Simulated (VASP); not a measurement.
Write the native input for VASP 6.6.1 that does the following.

| Item | Value |
| --- | --- |
| Task | single point |
| Functional | LDA |
| Potentials or basis | VASP PAW LDA potentials, release 64 (In_d, P) |
| Cutoff | 520 eV |
| k mesh | 14 × 14 × 14 |
| Occupations | fermi-dirac, width 0.15 eV |
| Spin | no spin polarisation |
| Dipole correction | no |
| Further INCAR settings | ALGO = Normal; EDIFF = 1e-06; NBANDS = 16 |

The structure of InP lies in POSCAR:

```
InP
1.0
    0.0000000000      2.4927531715      2.4927531715
    2.4927531715      0.0000000000      2.4927531715
    2.4927531715      2.4927531715      0.0000000000
In P
1 1
Direct
    0.0000000000      0.0000000000      0.0000000000
    0.5000000000      0.5000000000      0.5000000000
```

The input as run:

INCAR

```
  PREC = Accurate
  ENCUT = 520
  EDIFF = 1E-6
  ISMEAR = -1
  SIGMA = 0.15
  LREAL = F
  LASPH = T
  NELM = 80
  ALGO = Normal
  ISIF = 2
  LWAVE = F
  LCHARG = F
  NBANDS = 16
```

KPOINTS

```
regular mesh
0
Gamma
  14 14 14
```

Potentials or basis: VASP PAW LDA potentials, release 64 (In_d, P).

Command:

```bash
$ cat potpaw_LDA.64/In_d/POTCAR potpaw_LDA.64/P/POTCAR > POTCAR
$ mpirun -np 1 vasp_std > vasp.out
```

It gave:

| Item | Value |
| --- | --- |
| Pressure | 40.2 GPa |
| Band gap on the k mesh | zero (band 9 reaches 11.92 eV, above the bottom of band 10 at 9.21 eV) |

Caveat: spin-orbit coupling is left out, which moves the levels of the heavy elements.

Wall time 25 s on 1 thread of Intel(R) Xeon(R) 6975P-C (Granite Rapids), with other jobs on the host, peak memory 0.17 GiB.
